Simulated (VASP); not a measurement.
Wanted: the native input for a VASP 6.6.1 run.

```yaml
Task: single point
Functional: PBE
Potentials_or_basis: VASP PAW PBE potentials, release 64 (Pb_d, Se)
Cutoff: 520 eV
k_mesh: 8 × 8 × 8
Occupations: fermi-dirac, width 0.05 eV
Spin: no spin polarisation
Dipole_correction: no
Further_INCAR_settings: ALGO = Normal; EDIFF = 1e-07; NBANDS = 17
```

The structure of PbSe (Clausthalite) lies in POSCAR:

```
PbSe
1.0
    0.0000000000      3.1237628255      2.9382240000
    3.1237628255      0.0000000000      2.9382240000
    3.1237628255      3.1237628255      0.0000000000
Pb Se
1 1
Direct
    0.0000000000      0.0000000000      0.0000000000
    0.5000000000      0.5000000000      0.5000000000
```

The input as run:

INCAR

```
PREC = Accurate ; ENCUT = 520
EDIFF = 1E-7 ; ISMEAR = -1
SIGMA = 0.05 ; LREAL = F
LASPH = T ; NELM = 80
ALGO = Normal ; ISIF = 2
LWAVE = F ; LCHARG = F
GGA = PE ; NBANDS = 17
```

KPOINTS

```
Automatic mesh
0
Gamma
  8 8 8
```

Potentials or basis: VASP PAW PBE potentials, release 64 (Pb_d, Se).

Run with:

```console
$ cat potpaw_PBE.64/Pb_d/POTCAR potpaw_PBE.64/Se/POTCAR > POTCAR
$ mpirun -np 1 vasp_std > vasp.out
```

Results of the run:

```json
{
 "Pressure": "3.0 GPa",
 "Band gap on the k mesh": "0.18 eV, direct"
}
```

Caveat: spin-orbit coupling is left out, which moves the levels of the heavy elements.

Run time: 78 s on 1 thread of AMD EPYC 7R13 (shared host), peak memory 0.19 GiB.
